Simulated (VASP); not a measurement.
# SnSe2 (R3m) in VASP: notebook

SnSe2 is run at these levels: PBE, r2SCAN; tasks: single point.

Program: VASP 6.6.1. These are calculated values, not measurements. Logs are shortened: lines on timing, memory, paths and dates and some standing lists are left out, and cuts for length are marked.

### Step 1. The cell of the first run

It takes space group R3m (No. 160, trigonal). The conventional cell has a = 3.790 Å, b = 3.790 Å, c = 18.081 Å, α = 90.00°, β = 90.00°, γ = 120.00°. Within 3.7 Å of Sn (site symmetry 3m) lie 6 Se at 2.77 to 2.78 Å. Se (site symmetry 3m) has 3 Sn at 2.78 Å and 4 Se at 3.41 Å within 3.7 Å. Se (site symmetry 3m) has 3 Sn at 2.77 Å and 4 Se at 3.41 Å within 3.7 Å.

### Step 2. Single point, PBE

Contents of INCAR:

```
SYSTEM = SnSe2
PREC = Accurate
ENCUT = 520
EDIFF = 1E-7
ISMEAR = -1
SIGMA = 0.02
LREAL = .FALSE.
LASPH = .TRUE.
NELM = 60
ALGO = Normal
ISIF = 2
LWAVE = .FALSE.
LCHARG = .FALSE.
GGA = PE
NBANDS = 20
```

Contents of KPOINTS:

```
regular mesh
0
G
  6 6 6
  0 0 0
```

Contents of POSCAR:

```
SnSe2
1.0
    1.8950116508      1.0940854867      6.0269119653
   -1.8950116508      1.0940854867      6.0269119653
    0.0000000000     -2.1881709734      6.0269119653
Sn Se
1 2
Direct
   -0.0002292479     -0.0002292479     -0.0002292479
    0.4278747019      0.4278747019      0.4278747019
    0.2390212127      0.2390212127      0.2390212127
```

Potentials or basis: VASP PAW PBE potentials, release 64 (Sn_d, Se).

Launch:

```sh
cat potpaw_PBE.64/Sn_d/POTCAR potpaw_PBE.64/Se/POTCAR > POTCAR
mpirun -np 1 vasp_std > vasp.out
```

OUTCAR:

```text
SYSTEM = SnSe2
   PREC = Accurate
   ENCUT = 520
   EDIFF = 1E-7
   ISMEAR = -1
   LREAL = .FALSE.
   LASPH = .TRUE.
   NELM = 60
   ISIF = 2
   GGA = PE

 ion  position               nearest neighbor table
   1  1.000  1.000  1.000-   3 2.77   3 2.77   3 2.77   2 2.78   2 2.78   2 2.78
   2  0.428  0.428  0.428-   1 2.78   1 2.78   1 2.78
   3  0.239  0.239  0.239-   1 2.77   1 2.77   1 2.77

  LATTYP: Found a trigonal (rhomboedric) cell.
 ALAT       =     6.4118452918
 COS(alpha) =     0.8253020959

  Lattice vectors:

 A1 = (   1.8950116508,   1.0940854867,   6.0269119653)
 A2 = (  -1.8950116508,   1.0940854867,   6.0269119653)
 A3 = (   0.0000000000,  -2.1881709734,   6.0269119653)

Analysis of symmetry for initial positions (statically):
=====================================================================
 Subroutine PRICEL returns:
 Original cell was already a primitive cell.

 Routine SETGRP: Setting up the symmetry group for a
 trigonal (rhombohedral) supercell.

 Subroutine GETGRP returns: Found  6 space group operations
 (whereof  6 operations were pure point group operations)
 out of a pool of 12 trial point group operations.

The static configuration has the point symmetry C_3v.

Analysis of symmetry for dynamics (positions and initial velocities):
=====================================================================
 Subroutine PRICEL returns:
 Original cell was already a primitive cell.

 Routine SETGRP: Setting up the symmetry group for a
 trigonal (rhombohedral) supercell.

 Subroutine GETGRP returns: Found  6 space group operations
 (whereof  6 operations were pure point group operations)
 out of a pool of 12 trial point group operations.

The dynamic configuration has the point symmetry C_3v.

 Subroutine INISYM returns: Found  6 space group operations
 (whereof  6 operations are pure point group operations),
 and found     1 'primitive' translations

----------------------------------------------------------------------------------------

                                     Primitive cell

  volume of cell :      74.9738

  direct lattice vectors                    reciprocal lattice vectors
     1.895011651  1.094085487  6.026911965     0.263850621  0.152334227  0.055307483
    -1.895011651  1.094085487  6.026911965    -0.263850621  0.152334227  0.055307483
     0.000000000 -2.188170973  6.026911965     0.000000000 -0.304668454  0.055307483

  length of vectors
     6.411845292  6.411845292  6.411845292     0.309647839  0.309647839  0.309647839

  position of ions in fractional coordinates (direct lattice)
     0.999770752  0.999770752  0.999770752
     0.427874702  0.427874702  0.427874702
     0.239021213  0.239021213  0.239021213

  ion indices of the primitive-cell ions
   primitive index   ion index
                 1           1
                 2           2
                 3           3

----------------------------------------------------------------------------------------

 KPOINTS: regular mesh

Automatic generation of k-mesh.
 Grid dimensions read from file:
 generate k-points for:    6    6    6

 Generating k-lattice:

  Cartesian coordinates                     Fractional coordinates (reciprocal lattice)
     0.043975103  0.025389038  0.009217914     0.166666667  0.000000000  0.000000000
    -0.043975103  0.025389038  0.009217914     0.000000000  0.166666667  0.000000000
     0.000000000 -0.050778076  0.009217914     0.000000000  0.000000000  0.166666667

  Length of vectors
     0.051607973  0.051607973  0.051607973

  Shift w.r.t. Gamma in fractional coordinates (k-lattice)
     0.000000000  0.000000000  0.000000000

 Subroutine IBZKPT returns following result:
 ===========================================

 Found     32 irreducible k-points:

 Following reciprocal coordinates:
            Coordinates               Weight
  0.000000  0.000000  0.000000      1.000000
  0.166667 -0.000000  0.000000      6.000000
  0.333333 -0.000000  0.000000      6.000000
  0.500000  0.000000  0.000000      3.000000
  0.166667  0.166667  0.000000      6.000000
  0.333333  0.166667  0.000000     12.000000
[... 16 lines left out ...]
  0.500000  0.500000  0.166667      6.000000
 -0.333333  0.500000  0.166667     12.000000
 [... further k-points ...]
   k-points           NKPTS =     32   k-points in BZ     NKDIM =     32   number of bands    NBANDS=     20
   number of dos      NEDOS =    301   number of ions     NIONS =      3
   total plane-waves  NPLWV = 110592
   dimension x,y,z NGX =    48 NGY =   48 NGZ =   48
   dimension x,y,z NGXF=    96 NGYF=   96 NGZF=   96
   ions per type =               1   2
   NGX,Y,Z   is equivalent  to a cutoff of  12.45, 12.45, 12.45 a.u.
   NGXF,Y,Z  is equivalent  to a cutoff of  24.89, 24.89, 24.89 a.u.
 SYSTEM =  SnSe2
   PREC   = accura    normal or accurate (medium, high low for compatibility)
   ISTART =      0    job   : 0-new  1-cont  2-samecut
   ICHARG =      2    charge: 1-file 2-atom 10-const
   ISPIN  =      1    spin polarized calculation?
   LNONCOLLINEAR =      F non collinear calculations
   LSORBIT =      F    spin-orbit coupling
   LASPH  =      T    aspherical Exc in radial PAW
   ENCUT  =  520.0 eV  38.22 Ry    6.18 a.u.  11.92 11.92 11.92*2*pi/ulx,y,z
   NELM   =     60;   NELMIN=  2; NELMDL= -5     # of ELM steps
   EDIFF  = 0.1E-06   stopping-criterion for ELM
   LREAL  =      F    real-space projection
   EDIFFG = 0.1E-05   stopping-criterion for IOM
   NSW    =      0    number of steps for IOM
   IBRION =     -1    ionic relax: 0-MD 1-quasi-New 2-CG
   NFREE  =      0    steps in history (QN), initial steepest desc. (CG)
   ISIF   =      2    stress and relaxation
   ISYM   =      2    0-nonsym 1-usesym 2-fastsym
   POTIM  = 0.5000    time-step for ionic-motion
   TEBEG  =    0.0;   TEEND  =   0.0 temperature during run
   PSTRESS=    0.0 pullay stress
   NELECT =      26.0000    total number of electrons
   NUPDOWN=      -1.0000    fix difference up-down
   EMIN   =  10.00;   EMAX   =-10.00  energy-range for DOS
   EFERMI =   0.00;   METHOD = LEGACY
   ISMEAR =    -1;   SIGMA  =   0.02  broadening in eV -4-tet -1-fermi 0-gaus
   EFERMI_NEDOS =   21; number of points for ismear=-14 and -15
   IALGO  =     38    algorithm
   IMIX   =      4    mixing-type and parameters
     AMIX     =   0.40;   BMIX     =  1.00
     AMIX_MAG =   1.60;   BMIX_MAG =  1.00
  volume/ion in A,a.u.               =      24.99       168.65
  Fermi-wavevector in a.u.,A,eV,Ry     =   1.150172  2.173510 17.999094  1.322896
  Thomas-Fermi vector in A             =   2.286838
   LORBIT       =      0    0 simple, 1 ext, 2 COOP (PROOUT), +10 PAW based schemes
   GGA     = PE    functional components
   LHFCALC =     F    Hartree Fock is set to
   AEXX    =    0.0000 exact exchange contribution
   IVDW    =     0    specifies the selected vdW correction
   LEPSILON=     F    determine dielectric tensor
   LRPA    =     F    only Hartree local field effects (RPA)
 non-spin polarized calculation
  energy-cutoff  :      520.00
  volume of cell :       74.97
 maximum number of plane-waves:      2033
   NGX = 23   NGY = 23   NGZ = 23

 number of electron      26.0000003 magnetization

 Free energy of the ion-electron system (eV)
  ---------------------------------------------------
  ext. energy  EPLUGINS =         0.00000000
  ---------------------------------------------------
  free energy    TOTEN  =       -11.14126982 eV

  energy without entropy =      -11.13971965  energy(sigma->0) =      -11.14049474

 E-fermi :   5.1670     XC(G=0):  -9.7491

 val. band max:        5.1559417318   @ k =  -0.3333   0.3333   0.3333
 cond. band min:       5.1940130609   @ k =   0.1667  -0.0000   0.0000
 fundamental gap:      0.0380713291
 Fermi energy:         5.1670430573

 k-point     1 :       0.0000    0.0000    0.0000
  band No.  band energies     occupation
      1     -16.6905      2.00000
      2     -16.6905      2.00000
      3     -16.6246      2.00000
      4     -16.6201      2.00000
      5     -16.6201      2.00000
      6      -9.2619      2.00000
[... 12 lines left out ...]
     19      13.5876      0.00000
     20      13.5910      0.00000

 k-point     2 :       0.1667   -0.0000    0.0000
  band No.  band energies     occupation
      1     -16.6945      2.00000
      2     -16.6776      2.00000
      3     -16.6320      2.00000
      4     -16.6222      2.00000
      5     -16.6171      2.00000
      6      -8.9956      2.00000
[... 12 lines left out ...]
     19      12.7578      0.00000
     20      13.2410      0.00000

 k-point     3 :       0.3333   -0.0000    0.0000
  band No.  band energies     occupation
      1     -16.7040      2.00000
      2     -16.6553      2.00000
      3     -16.6517      2.00000
      4     -16.6264      2.00000
      5     -16.6009      2.00000
      6      -8.3281      2.00000
[... 12 lines left out ...]
     19      13.1688      0.00000
     20      14.3698      0.00000

 k-point     4 :       0.5000    0.0000    0.0000
  band No.  band energies     occupation
      1     -16.7092      2.00000
      2     -16.6668      2.00000
      3     -16.6386      2.00000
      4     -16.6285      2.00000
      5     -16.5925      2.00000
      6      -7.8690      2.00000
[... 12 lines left out ...]
     19      14.1640      0.00000
     20      15.7183      0.00000

 k-point     5 :       0.1667    0.1667    0.0000
  band No.  band energies     occupation
      1     -16.6945      2.00000
      2     -16.6776      2.00000
      3     -16.6320      2.00000
      4     -16.6222      2.00000
      5     -16.6171      2.00000
      6      -8.9699      2.00000
[... 12 lines left out ...]
     19      13.0321      0.00000
     20      13.4669      0.00000
[... 353 lines left out ...]
      6      -7.7315      2.00000
[... 12 lines left out ...]
     19      13.6155      0.00000
     20      14.2015      0.00000

 k-point    22 :      -0.1667    0.3333    0.1667
  band No.  band energies     occupation
      1     -16.6968      2.00000
      2     -16.6623      2.00000
      3     -16.6497      2.00000
      4     -16.6331      2.00000
      5     -16.5941      2.00000
      6      -7.8601      2.00000
[... 12 lines left out ...]
     19      13.1906      0.00000
     20      14.9977      0.00000

 k-point    23 :       0.5000    0.5000    0.1667
  band No.  band energies     occupation
      1     -16.7040      2.00000
      2     -16.6556      2.00000
      3     -16.6517      2.00000
      4     -16.6263      2.00000
      5     -16.6008      2.00000
      6      -8.0371      2.00000
[... 12 lines left out ...]
     19      12.9412      0.00000
     20      14.5226      0.00000

 k-point    24 :      -0.3333    0.5000    0.1667
  band No.  band energies     occupation
      1     -16.6968      2.00000
      2     -16.6624      2.00000
      3     -16.6497      2.00000
      4     -16.6330      2.00000
      5     -16.5941      2.00000
      6      -7.6603      2.00000
[... 12 lines left out ...]
     19      13.0477      0.00000
     20      14.2922      0.00000

 [... further k-points ...]

------------------------ aborting loop because EDIFF is reached ----------------------------------------

  FORCE on cell =-STRESS in cart. coord.  units (eV):
  Direction    XX          YY          ZZ          XY          YZ          ZX
  --------------------------------------------------------------------------------------
  -------------------------------------------------------------------------------------
  Total        1.5112732      1.5112732      0.8810320      0.0000000      0.0000000      0.0000000
  in kB       32.2956726     32.2956726     18.8275161      0.0000000      0.0000000      0.0000000
  external PRESSURE =      27.8062871 kB  Pullay stress =       0.0000000 kB

 VOLUME and BASIS-vectors are now :
 -----------------------------------------------------------------------------
  energy-cutoff  :      520.00
  volume of cell :       74.97
      direct lattice vectors                 reciprocal lattice vectors
     1.895011651  1.094085487  6.026911965     0.263850621  0.152334227  0.055307483
    -1.895011651  1.094085487  6.026911965    -0.263850621  0.152334227  0.055307483
     0.000000000 -2.188170973  6.026911965     0.000000000 -0.304668454  0.055307483

 POSITION                                       TOTAL-FORCE (eV/Angst)
 -----------------------------------------------------------------------------------
      0.00000      0.00000     18.07659         0.000000      0.000000     -0.006054
      0.00000      0.00000      7.73629         0.000000      0.000000      0.325017
      0.00000      0.00000      4.32168         0.000000     -0.000000     -0.318963
 -----------------------------------------------------------------------------------
    total drift:                               -0.000000     -0.000000      0.000400

  FREE ENERGIE OF THE ION-ELECTRON SYSTEM (eV)
  ---------------------------------------------------
  free  energy   TOTEN  =       -11.1412698195 eV

  energy  without entropy=      -11.1397196520  energy(sigma->0) =      -11.14049474
```

It took 73 s on 1 thread of AMD EPYC 7R13 (Zen 3), shared host; peak memory 0.3 GiB.

Results:

```yaml
Free_energy: -11.1413 eV
Pressure: 2.8 GPa
Largest_force: 0.325 eV/Å
Band_gap_on_the_k_mesh: zero (band 13 reaches 5.40 eV, above the bottom of band 14 at 4.72 eV)
```

Forces in eV/Å, atoms in the order of the input:
```
Sn   0.000  0.000 -0.006
Se   0.000  0.000  0.325
Se   0.000  0.000 -0.319
```

Caveat: spin-orbit coupling is left out, which moves the levels of the heavy elements.

### Step 3. Single point, r2SCAN

POSCAR is that of step 2.

Contents of INCAR.step1:

```
SYSTEM = SnSe2
ALGO     = Normal         ! electronic algorithm
EDIFF    = 1E-4           ! SCF threshold, eV
ENCUT    = 520            ! plane-wave cutoff, eV
GGA      = PE             ! functional
ISMEAR   = -1             ! smearing method
LASPH    = .True.         ! aspherical terms in the spheres
LCHARG   = .False.        ! write CHGCAR
LREAL    = .False.        ! projectors in reciprocal space
LWAVE    = .True.         ! write WAVECAR
NBANDS   = 20             ! bands
NELM     = 100            ! most SCF steps
PREC     = Accurate       ! precision mode
SIGMA    = 0.02           ! smearing width, eV
```

Contents of INCAR.step2:

```
SYSTEM = SnSe2
ALGO     = Normal         ! electronic algorithm
EDIFF    = 1E-7           ! SCF threshold, eV
ENCUT    = 520            ! plane-wave cutoff, eV
ISIF     = 2              ! what is computed and relaxed
ISMEAR   = -1             ! smearing method
ISTART   = 1            
LASPH    = .True.         ! aspherical terms in the spheres
LCHARG   = .False.        ! write CHGCAR
LMIXTAU  = .True.       
LREAL    = .False.        ! projectors in reciprocal space
LWAVE    = .False.        ! write WAVECAR
METAGGA  = R2SCAN         ! meta-GGA
NBANDS   = 20             ! bands
NELM     = 100            ! most SCF steps
PREC     = Accurate       ! precision mode
SIGMA    = 0.02           ! smearing width, eV
```

Contents of KPOINTS:

```
k-points
0
Gamma
  6 6 6
  0 0 0
```

Potentials or basis: VASP PAW PBE potentials, release 64 (Sn_d, Se).

Launch:

```sh
cat potpaw_PBE.64/Sn_d/POTCAR potpaw_PBE.64/Se/POTCAR > POTCAR
cp INCAR.step1 INCAR
mpirun -np 1 vasp_std > vasp.out
cp INCAR.step2 INCAR
mpirun -np 1 vasp_std > vasp.out
```

It took 5.5 min on 1 thread of AMD EPYC 7R13 (Zen 3), shared host; peak memory 0.34 GiB.

Results (log left out):

* Free energy: -53.7823 eV
* Pressure: 1.1 GPa
* Largest force: 0.051 eV/Å
* Band gap on the k mesh: zero (band 13 reaches 5.18 eV, above the bottom of band 14 at 4.81 eV)

Forces on the atoms (eV/Å):
```
Sn   0.000  0.000  0.006
Se   0.000  0.000 -0.051
Se   0.000  0.000  0.045
```

Stress tensor (GPa, compression positive):
```
1.19 0.00 0.00
0.00 1.19 0.00
0.00 0.00 0.79
```

Levels at points of the mesh, in eV from the Fermi level:
```tsv
k point	band 10	band 11	band 12	band 13	band 14	band 15	band 16	band 17
(0.00, 0.00, 0.00)	-1.23	-0.77	-0.77	-0.76	-0.22	4.11	4.11	4.52
(0.50, 0.00, 0.00)	-3.98	-2.65	-1.69	-1.52	0.37	2.06	4.32	5.49
(0.50, 0.50, 0.00)	-3.83	-3.11	-1.85	-0.81	0.70	2.74	4.15	4.25
(0.50, 0.50, 0.50)	-1.55	-1.55	-0.30	-0.30	1.58	3.73	3.94	3.94
```

Caveat: the PAW data sets were made with another functional, which shifts forces and pressure a little; spin-orbit coupling is left out, which moves the levels of the heavy elements.
